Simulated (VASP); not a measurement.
# As (P-3m1) in VASP: single point with PBE

Aim: the single point of As with PBE.

Program: VASP 6.6.1. These are calculated values, not measurements. Logs are shortened: lines on timing, memory, paths and dates and some standing lists are left out, and cuts for length are marked.

## Step 1: The cell of the first run

The structure is trigonal, space group P-3m1 (No. 164). Conventional cell: a = 3.608 Å, b = 3.608 Å, c = 12.029 Å, α = 90.00°, β = 90.00°, γ = 120.00°. As (site symmetry 3m) has 3 As at 2.50 Å within 3.3 Å. As (site symmetry 3m) has 3 As at 2.50 Å within 3.3 Å.

## Step 2: Single point, PBE, collinear spin, ferromagnetic start

File INCAR:

```
SYSTEM = As
PREC = Accurate
ENCUT = 500
EDIFF = 1E-6
ISMEAR = 0
SIGMA = 0.01
LREAL = .False.
LASPH = .True.
NELM = 200
ALGO = Normal
ISIF = 2
LWAVE = .False.
LCHARG = .False.
ISPIN = 2
MAGMOM = 0.2 0.2 0.2 0.2
LORBIT = 11
GGA = PE
NBANDS = 22
GGA_COMPAT = .False.
```

File KPOINTS:

```
regular mesh
0
Gamma
  12 12 4
  0 0 0
```

File POSCAR:

```
As
1.0
    3.6082791148      0.0000000000      0.0000000000
   -1.8041395574      3.1248613774      0.0000000000
    0.0000000000      0.0000000000     12.0291915137
As
4
Direct
    0.0000000000      0.0000000000      0.7996664874
    0.0000000000      0.0000000000      0.2003335126
    0.3333333333      0.6666666667      0.6840660550
    0.6666666667      0.3333333333      0.3159339450
```

Potentials or basis: VASP PAW PBE potentials, release 64 (As).

The run is started by

```console
$ cat potpaw_PBE.64/As/POTCAR > POTCAR
$ mpirun -np 1 vasp_std > vasp.out
```

OUTCAR:

```text
SYSTEM = As
   PREC = Accurate
   ENCUT = 500
   EDIFF = 1E-6
   ISMEAR = 0
   LREAL = .False.
   LASPH = .True.
   NELM = 200
   ISIF = 2
   ISPIN = 2
   LORBIT = 11
   GGA = PE

 ion  position               nearest neighbor table
   1  0.000  0.000  0.800-   3 2.50   3 2.50   3 2.50
   2  0.000  0.000  0.200-   4 2.50   4 2.50   4 2.50
   3  0.333  0.667  0.684-   1 2.50   1 2.50   1 2.50
   4  0.667  0.333  0.316-   2 2.50   2 2.50   2 2.50

  LATTYP: Found a hexagonal cell.
 ALAT       =     3.6082791148
 C/A-ratio  =     3.3337752239

  Lattice vectors:

 A1 = (   3.6082791148,   0.0000000000,   0.0000000000)
 A2 = (  -1.8041395574,   3.1248613774,   0.0000000000)
 A3 = (   0.0000000000,   0.0000000000,  12.0291915137)

Analysis of symmetry for initial positions (statically):
=====================================================================
 Subroutine PRICEL returns:
 Original cell was already a primitive cell.

 Routine SETGRP: Setting up the symmetry group for a
 hexagonal supercell.

 Subroutine GETGRP returns: Found 12 space group operations
 (whereof 12 operations were pure point group operations)
 out of a pool of 24 trial point group operations.

The static configuration has the point symmetry D_3d.

Analysis of symmetry for dynamics (positions and initial velocities):
=====================================================================
 Subroutine PRICEL returns:
 Original cell was already a primitive cell.

 Routine SETGRP: Setting up the symmetry group for a
 hexagonal supercell.

 Subroutine GETGRP returns: Found 12 space group operations
 (whereof 12 operations were pure point group operations)
 out of a pool of 24 trial point group operations.

The dynamic configuration has the point symmetry D_3d.

Analysis of structural, dynamic, and magnetic symmetry:
=====================================================================
 Subroutine PRICEL returns:
 Original cell was already a primitive cell.

 Routine SETGRP: Setting up the symmetry group for a
 hexagonal supercell.

 Subroutine GETGRP returns: Found 12 space group operations
 (whereof 12 operations were pure point group operations)
 out of a pool of 24 trial point group operations.

The overall configuration has the point symmetry D_3d.

 Subroutine INISYM returns: Found 12 space group operations
 (whereof 12 operations are pure point group operations),
 and found     1 'primitive' translations

----------------------------------------------------------------------------------------

                                     Primitive cell

  volume of cell :     135.6336

  direct lattice vectors                    reciprocal lattice vectors
     3.608279115  0.000000000  0.000000000     0.277140423  0.160007098  0.000000000
    -1.804139557  3.124861377  0.000000000     0.000000000  0.320014196  0.000000000
     0.000000000  0.000000000 12.029191514     0.000000000  0.000000000  0.083131106

  length of vectors
     3.608279115  3.608279115 12.029191514     0.320014196  0.320014196  0.083131106

  position of ions in fractional coordinates (direct lattice)
     0.000000000  0.000000000  0.799666487
     0.000000000  0.000000000  0.200333513
     0.333333333  0.666666667  0.684066055
     0.666666667  0.333333333  0.315933945

  ion indices of the primitive-cell ions
   primitive index   ion index
                 1           1
                 2           2
                 3           3
                 4           4

----------------------------------------------------------------------------------------

 KPOINTS: regular mesh

Automatic generation of k-mesh.
 Grid dimensions read from file:
 generate k-points for:   12   12    4

 Generating k-lattice:

  Cartesian coordinates                     Fractional coordinates (reciprocal lattice)
     0.023095035  0.013333925  0.000000000     0.083333333  0.000000000  0.000000000
     0.000000000  0.026667850  0.000000000     0.000000000  0.083333333  0.000000000
     0.000000000  0.000000000  0.020782777     0.000000000  0.000000000  0.250000000

  Length of vectors
     0.026667850  0.026667850  0.020782777

  Shift w.r.t. Gamma in fractional coordinates (k-lattice)
     0.000000000  0.000000000  0.000000000

 Subroutine IBZKPT returns following result:
 ===========================================

 Found     69 irreducible k-points:

 Following reciprocal coordinates:
            Coordinates               Weight
  0.000000  0.000000  0.000000      1.000000
  0.083333 -0.000000  0.000000      6.000000
  0.166667  0.000000  0.000000      6.000000
  0.250000  0.000000  0.000000      6.000000
  0.333333 -0.000000  0.000000      6.000000
  0.416667  0.000000  0.000000      6.000000
[... 16 lines left out ...]
  0.166667  0.000000  0.250000      6.000000
  0.000000  0.166667  0.250000      6.000000
 [... further k-points ...]
   k-points           NKPTS =     69   k-points in BZ     NKDIM =     69   number of bands    NBANDS=     22
   number of dos      NEDOS =    301   number of ions     NIONS =      4
   total plane-waves  NPLWV =  70560
   dimension x,y,z NGX =    28 NGY =   28 NGZ =   90
   dimension x,y,z NGXF=    56 NGYF=   56 NGZF=  180
   ions per type =               4
   NGX,Y,Z   is equivalent  to a cutoff of  12.90, 12.90, 12.44 a.u.
   NGXF,Y,Z  is equivalent  to a cutoff of  25.80, 25.80, 24.88 a.u.
 SYSTEM =  As
   PREC   = accura    normal or accurate (medium, high low for compatibility)
   ISTART =      0    job   : 0-new  1-cont  2-samecut
   ICHARG =      2    charge: 1-file 2-atom 10-const
   ISPIN  =      2    spin polarized calculation?
   LNONCOLLINEAR =      F non collinear calculations
   LSORBIT =      F    spin-orbit coupling
   LASPH  =      T    aspherical Exc in radial PAW
   ENCUT  =  500.0 eV  36.75 Ry    6.06 a.u.   6.58  6.58 21.93*2*pi/ulx,y,z
   NELM   =    200;   NELMIN=  2; NELMDL= -5     # of ELM steps
   EDIFF  = 0.1E-05   stopping-criterion for ELM
   LREAL  =      F    real-space projection
   EDIFFG = 0.1E-04   stopping-criterion for IOM
   NSW    =      0    number of steps for IOM
   IBRION =     -1    ionic relax: 0-MD 1-quasi-New 2-CG
   NFREE  =      0    steps in history (QN), initial steepest desc. (CG)
   ISIF   =      2    stress and relaxation
   ISYM   =      2    0-nonsym 1-usesym 2-fastsym
   POTIM  = 0.5000    time-step for ionic-motion
   TEBEG  =    0.0;   TEEND  =   0.0 temperature during run
   PSTRESS=    0.0 pullay stress
   NELECT =      20.0000    total number of electrons
   NUPDOWN=      -1.0000    fix difference up-down
   EMIN   =  10.00;   EMAX   =-10.00  energy-range for DOS
   EFERMI =   0.00;   METHOD = LEGACY
   ISMEAR =     0;   SIGMA  =   0.01  broadening in eV -4-tet -1-fermi 0-gaus
   EFERMI_NEDOS =   21; number of points for ismear=-14 and -15
   IALGO  =     38    algorithm
   IMIX   =      4    mixing-type and parameters
     AMIX     =   0.40;   BMIX     =  1.00
     AMIX_MAG =   1.60;   BMIX_MAG =  1.00
  volume/ion in A,a.u.               =      33.91       228.83
  Fermi-wavevector in a.u.,A,eV,Ry     =   0.864893  1.634411 10.177701  0.748040
  Thomas-Fermi vector in A             =   1.983057
   LORBIT       =     11    0 simple, 1 ext, 2 COOP (PROOUT), +10 PAW based schemes
   GGA     = PE    functional components
   LHFCALC =     F    Hartree Fock is set to
   AEXX    =    0.0000 exact exchange contribution
   IVDW    =     0    specifies the selected vdW correction
   LEPSILON=     F    determine dielectric tensor
   LRPA    =     F    only Hartree local field effects (RPA)
 spin polarized calculation
 Gauss-broadening in eV      SIGMA  =   0.01
  energy-cutoff  :      500.00
  volume of cell :      135.63
 maximum number of plane-waves:      3500
 NGX is ok and might be reduce to    28
   NGX = 13   NGY = 13   NGZ = 43

 number of electron      20.0000002 magnetization       0.0001088

 number of electron      20.0000002 magnetization      -0.0002769

 Free energy of the ion-electron system (eV)
  ---------------------------------------------------
  ext. energy  EPLUGINS =         0.00000000
  ---------------------------------------------------
  free energy    TOTEN  =       -18.67514615 eV

  energy without entropy =      -18.67514615  energy(sigma->0) =      -18.67514615

 E-fermi :   1.0271     XC(G=0):  -7.5022

 val. band max:        0.9161384635   @ k =   0.0833   0.0833   0.0000
 cond. band min:       2.2329174805   @ k =   0.0000   0.3333   0.2500
 fundamental gap:      1.3167790170
 Fermi energy:         1.0271243375

 spin component 1

 k-point     1 :       0.0000    0.0000    0.0000
  band No.  band energies     occupation
      1     -12.6100      1.00000
      2     -12.5957      1.00000
      3      -6.3659      1.00000
      4      -6.1999      1.00000
      5      -0.1127      1.00000
      6       0.8419      1.00000
[... 14 lines left out ...]
     21      10.8948      0.00000
     22      10.8992      0.00000

 k-point     2 :       0.0833   -0.0000    0.0000
  band No.  band energies     occupation
      1     -12.5181      1.00000
      2     -12.5038      1.00000
      3      -6.3509      1.00000
      4      -6.1928      1.00000
      5      -0.0974      1.00000
      6      -0.0405      1.00000
[... 14 lines left out ...]
     21      10.4897      0.00000
     22      10.7759      0.00000

 k-point     3 :       0.1667    0.0000    0.0000
  band No.  band energies     occupation
      1     -12.2451      1.00000
      2     -12.2310      1.00000
      3      -6.3527      1.00000
      4      -6.2211      1.00000
      5      -1.4091      1.00000
      6      -1.3010      1.00000
[... 14 lines left out ...]
     21      10.4551      0.00000
     22      10.8275      0.00000
[... 476 lines left out ...]
 k-point    23 :       0.1667    0.0000    0.2500
  band No.  band energies     occupation
      1     -12.2434      1.00000
      2     -12.2327      1.00000
      3      -6.3363      1.00000
      4      -6.2385      1.00000
      5      -1.3958      1.00000
      6      -1.3241      1.00000
[... 14 lines left out ...]
     21      10.3137      0.00000
     22      10.8359      0.00000

 k-point    24 :       0.0000    0.1667    0.2500
  band No.  band energies     occupation
      1     -12.2433      1.00000
      2     -12.2328      1.00000
      3      -6.3349      1.00000
      4      -6.2400      1.00000
      5      -1.4007      1.00000
      6      -1.3176      1.00000
[... 14 lines left out ...]
     21      10.4653      0.00000
     22      10.8907      0.00000

 [... further k-points ...]

 spin component 2

 k-point     1 :       0.0000    0.0000    0.0000
  band No.  band energies     occupation
      1     -12.6100      1.00000
      2     -12.5957      1.00000
      3      -6.3660      1.00000
      4      -6.1999      1.00000
      5      -0.1127      1.00000
      6       0.8419      1.00000
[... 14 lines left out ...]
     21      10.8935      0.00000
     22      10.8978      0.00000

 k-point     2 :       0.0833   -0.0000    0.0000
  band No.  band energies     occupation
      1     -12.5181      1.00000
      2     -12.5038      1.00000
      3      -6.3510      1.00000
      4      -6.1928      1.00000
      5      -0.0975      1.00000
      6      -0.0406      1.00000
[... 14 lines left out ...]
     21      10.4897      0.00000
     22      10.7758      0.00000

 k-point     3 :       0.1667    0.0000    0.0000
  band No.  band energies     occupation
      1     -12.2451      1.00000
      2     -12.2310      1.00000
      3      -6.3528      1.00000
      4      -6.2211      1.00000
      5      -1.4092      1.00000
      6      -1.3011      1.00000
[... 14 lines left out ...]
     21      10.4550      0.00000
     22      10.8276      0.00000
[... 476 lines left out ...]
 k-point    23 :       0.1667    0.0000    0.2500
  band No.  band energies     occupation
      1     -12.2434      1.00000
      2     -12.2328      1.00000
      3      -6.3363      1.00000
      4      -6.2386      1.00000
      5      -1.3959      1.00000
      6      -1.3241      1.00000
[... 14 lines left out ...]
     21      10.3137      0.00000
     22      10.8275      0.00000

 k-point    24 :       0.0000    0.1667    0.2500
  band No.  band energies     occupation
      1     -12.2433      1.00000
      2     -12.2328      1.00000
      3      -6.3350      1.00000
      4      -6.2401      1.00000
      5      -1.4007      1.00000
      6      -1.3176      1.00000
[... 14 lines left out ...]
     21      10.4653      0.00000
     22      10.8717      0.00000

 [... further k-points ...]
[... 5 lines left out ...]
  --------------------------------------------------------------------------------------
  -------------------------------------------------------------------------------------
  Total        0.1351895      0.1351895      0.2383756     -0.0000000      0.0000000      0.0000000
  in kB        1.5969312      1.5969312      2.8158216     -0.0000000      0.0000000      0.0000000
  external PRESSURE =       2.0032280 kB  Pullay stress =       0.0000000 kB

 VOLUME and BASIS-vectors are now :
 -----------------------------------------------------------------------------
  energy-cutoff  :      500.00
  volume of cell :      135.63
      direct lattice vectors                 reciprocal lattice vectors
     3.608279115  0.000000000  0.000000000     0.277140423  0.160007098  0.000000000
    -1.804139557  3.124861377  0.000000000     0.000000000  0.320014196  0.000000000
     0.000000000  0.000000000 12.029191514     0.000000000  0.000000000  0.083131106

 POSITION                                       TOTAL-FORCE (eV/Angst)
 -----------------------------------------------------------------------------------
      0.00000      0.00000      9.61934         0.000000     -0.000000      0.081518
      0.00000      0.00000      2.40985         0.000000      0.000000     -0.081518
     -0.00000      2.08324      8.22876         0.000000     -0.000000     -0.081879
      1.80414      1.04162      3.80043        -0.000000     -0.000000      0.081879
 -----------------------------------------------------------------------------------
    total drift:                               -0.000000      0.000000      0.000000

  FREE ENERGIE OF THE ION-ELECTRON SYSTEM (eV)
  ---------------------------------------------------
  free  energy   TOTEN  =       -18.6751461516 eV

  energy  without entropy=      -18.6751461516  energy(sigma->0) =      -18.67514615

 total charge

# of ion       s       p       d       tot
------------------------------------------
    1        1.295   1.372   0.041   2.708
    2        1.295   1.372   0.041   2.708
    3        1.295   1.371   0.041   2.707
    4        1.295   1.371   0.041   2.707
--------------------------------------------------
tot          5.180   5.485   0.165  10.830

 magnetization (x)

# of ion       s       p       d       tot
------------------------------------------
    1        0.000  -0.000   0.000   0.000
    2        0.000  -0.000   0.000   0.000
    3        0.000   0.000   0.000   0.000
    4        0.000   0.000   0.000   0.000
--------------------------------------------------
tot          0.000   0.000   0.000   0.000
```

Run time: 12 min. Hardware: 1 thread of Intel Xeon 8259CL, shared host; peak memory 0.46 GiB.

What came out:

```
Free energy                                           : -18.6751 eV
Pressure                                              : 0.2 GPa
Largest force                                         : 0.082 eV/Å
Band gap on the k mesh                                : 1.32 eV, indirect (least direct gap 1.69 eV)
Net moment                                            : 0.00 μB per cell
Valence electrons inside the program's atomic spheres : As 2.71
```

Forces on the atoms (eV/Å):
```
As   0.000  0.000  0.082
As   0.000  0.000 -0.082
As   0.000  0.000 -0.082
As   0.000  0.000  0.082
```

Caveat: this functional lacks dispersion, which binds the layers, so the pressure and a relaxed spacing across them are unreliable. A k mesh can miss the band edges.
